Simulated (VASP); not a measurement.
Input of a VASP 6.6.1 run:

The input INCAR:

```
SYSTEM = Nb4P3
ALGO     = Normal         ! electronic algorithm
EDIFF    = 1E-6           ! SCF threshold, eV
ENCUT    = 520            ! plane-wave cutoff, eV
GGA      = PE             ! functional
ISIF     = 2              ! what is computed and relaxed
ISMEAR   = 0              ! smearing method
ISPIN    = 2              ! spin polarisation
LASPH    = .True.         ! aspherical terms in the spheres
LCHARG   = .False.        ! write CHGCAR
LMAXMIX  = 4              ! l up to which the mixer works
LORBIT   = 11             ! projections on sites
LREAL    = .False.        ! projectors in reciprocal space
LWAVE    = .False.        ! write WAVECAR
MAGMOM   = 1 1 1 1 0 0 0  ! initial moments
NBANDS   = 46             ! bands
NELM     = 150            ! most SCF steps
PREC     = Accurate       ! precision mode
SIGMA    = 0.1            ! smearing width, eV
```

Contents of KPOINTS:

```
k-points
0
Gamma
  6 6 2
  0 0 0
```

POSCAR

```
Nb4P3
1.0
    3.5249656364      0.0000000000      0.0000000000
    0.0000000000      3.5249656364      0.0000000000
    0.0000000000      0.0000000000      9.7675786387
Nb P
4 3
Direct
    0.0000000000      0.0000000000      0.0000000000
    0.5000000000      0.5000000000      0.7576343155
    0.0000000000      0.0000000000      0.5000000000
    0.5000000000      0.5000000000      0.2423656845
    0.0000000000      0.0000000000      0.7563742513
    0.5000000000      0.5000000000      0.5000000000
    0.0000000000      0.0000000000      0.2436257487
```

Potentials or basis: VASP PAW PBE potentials, release 64 (Nb_sv, P).

Run with:

```console
$ cat potpaw_PBE.64/Nb_sv/POTCAR potpaw_PBE.64/P/POTCAR > POTCAR
$ mpirun -np 1 vasp_std > vasp.out
```

Question: What does it give for the largest force?

Answer: 0.038 eV/Å.

Question: Estimate the net moment.

Answer: 0.00 μB per cell.

Stress tensor (GPa, compression positive):
```
-0.38  0.00  0.00
 0.00 -0.38  0.00
 0.00  0.00 -0.23
```

Caveat: the cell differs from its parent crystal (atoms taken out).
